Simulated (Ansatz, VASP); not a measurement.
## One calculation of Sn, two programs

File INCAR:

```
PREC = Accurate
ENCUT = 500
EDIFF = 1E-7
ISMEAR = 1
SIGMA = 0.05
LREAL = False
LASPH = True
NELM = 120
ALGO = Normal
ISIF = 3
LWAVE = False
LCHARG = False
GGA = PS
IBRION = 2
NSW = 100
EDIFFG = -0.03
GGA_COMPAT = False
NELMIN = 4
```

File KPOINTS:

```
Automatic mesh
0
Gamma
  12 12 12
```

File POSCAR:

```
Sn
1.0
   -1.8946518200      1.8946518200      1.8946518200
    1.8946518200     -1.8946518200      1.8946518200
    1.8946518200      1.8946518200     -1.8946518200
Sn
1
Direct
    0.0000000000      0.0000000000      0.0000000000
```

Input for Ansatz:

```yaml
crystal:
  lattice:
    bravais: bcc
    a: 3.78930364
  space_group: 229
  atoms:
    - { symbol: Sn, position: [0.0, 0.0, 0.0] }
  reduce_to_primitive: true
kpoints:
  mp_grid:
    grid: [12, 12, 12]
    shift: [0.0, 0.0, 0.0]
hamiltonian:
  xc: pbesol
scf:
  occupations:
    method: methfessel_paxton
    width: 0.05
relax:
  f_tol: 0.03
  max_steps: 100
  cell: {}
```

Alike in both runs: task relaxation of cell and atoms; functional PBEsol; k mesh 12 × 12 × 12; occupations methfessel-paxton of order 1, width 0.05 eV; no spin polarisation.

|  | VASP | Ansatz |
| --- | --- | --- |
| version | VASP 6.6.1 | Ansatz 0.2.0 |
| potentials or method | VASP PAW PBE potentials, release 64 (Sn_d) | plane waves, PAW |
| plane-wave cutoff (eV) | 500 | 420 |
| valence electrons in the cell | 14 | 14 |

VASP gave:

```
relaxed volume (Å³/atom)                                     : 26.00
relaxed cell length with the largest relative difference (Å) : 3.232
```

Q: Estimate Ansatz's values.

A: Relaxed volume (Å³/atom): 26.05; relaxed cell length with the largest relative difference (Å): 3.235.

VASP's potentials were made for PBE, not for PBEsol.
